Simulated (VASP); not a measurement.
The system is C.

```xyz
8
Lattice="2.3126 0.0000 0.0000 0.0000 3.9722 0.0000 0.0000 0.0000 4.1872" Properties=species:S:1:pos:R:3 pbc="T T T"
C     0.3330    2.2362    0.6661
C     0.3330    3.7221    2.7597
C     1.4893    0.2501    3.5211
C     0.8234    3.7221    0.6661
C     1.9797    0.2501    1.4275
C     1.9797    1.7360    3.5211
C     1.4893    1.7360    1.4275
C     0.8234    2.2362    2.7597
```

- Program: VASP 6.6.1
- Task: relaxation of cell and atoms
- Functional: PBE
- Potentials or basis: VASP PAW PBE potentials, release 64 (C)
- Cutoff: 600 eV
- k mesh: 8 × 4 × 4
- Occupations: gaussian, width 0.1 eV
- Spin: no spin polarisation

At the start: pressure 91.9 GPa; volume 4.81 Å³/atom.

Problem. How do energy, volume and symmetry change on relaxing?

Solution. Over 35 steps the energy falls by 1426.6 meV/atom and the volume is 7.71 Å³/atom (+60.3 %); space group Fmmm (No. 69, to 0.05 Å).

The path:
```tsv
step	energy change (eV)	largest force (eV/Å)	pressure (GPa)	volume (Å³)
1	0.0000	1.3322	91.95	38.46
2	0.5270	1.3583	-56.63	55.90
3	-1.9729	0.8746	-3.67	45.69
4	-1.9778	0.8611	-0.66	45.35
5	-2.0899	0.5053	1.47	45.99
6	-2.1076	0.2430	0.38	45.82
7	-2.1270	0.2215	-0.55	45.96
8	-2.1274	0.2493	-0.68	45.98
9	-2.1436	0.1384	-0.16	45.95
10	-2.1483	0.1269	0.62	45.91
11	-2.1533	0.0460	1.41	46.04
12	-2.1533	0.0516	1.44	46.04
13	-2.1595	0.1313	-0.64	46.45
14	-2.1983	0.7565	-5.95	47.70
15	-2.4818	2.0438	-13.80	50.23
16	-4.1381	4.4666	-23.85	55.45
17	-7.8281	3.5233	-42.61	66.49
18	-7.9188	2.8784	-48.55	70.79
19	-7.9896	3.1299	-45.86	68.79
20	-7.9895	3.0590	-46.53	69.28
21	-8.1874	3.0147	-45.31	68.93
22	-8.7509	2.8709	-41.36	67.90
23	-9.7283	2.5371	-32.23	65.85
24	-10.9609	1.7303	-8.27	61.86
25	-9.4035	2.3646	70.28	54.25
26	-11.1368	1.3706	5.66	60.08
27	-11.1397	1.3134	8.32	59.77
28	-11.2114	1.1156	7.25	59.95
29	-11.3565	0.5322	3.96	60.50
30	-11.3277	0.7575	-2.84	61.60
31	-11.3965	0.2069	1.05	60.97
32	-11.4012	0.1483	0.93	61.07
33	-11.4059	0.2743	0.66	61.30
34	-11.4091	0.1996	0.55	61.40
35	-11.4130	0.0234	0.25	61.66
```

Final structure:
```xyz
8
Lattice="2.4653 0.0000 0.0000 0.0000 5.8660 0.0000 0.0000 0.0000 4.2638" Properties=species:S:1:pos:R:3 pbc="T T T"
C     0.0013    2.9329    0.7111
C     0.0013    0.0001    2.8430
C     1.2340    5.8659    3.5527
C     1.2313    0.0001    0.7111
C     2.4640    5.8659    1.4208
C     2.4640    2.9331    3.5527
C     1.2340    2.9331    1.4208
C     1.2313    2.9329    2.8430
```

Caveat: the k points lie up to 0.37 Å⁻¹ apart in the final cell; the volume moved by over 15 % at a fixed basis, so the end points are rough.
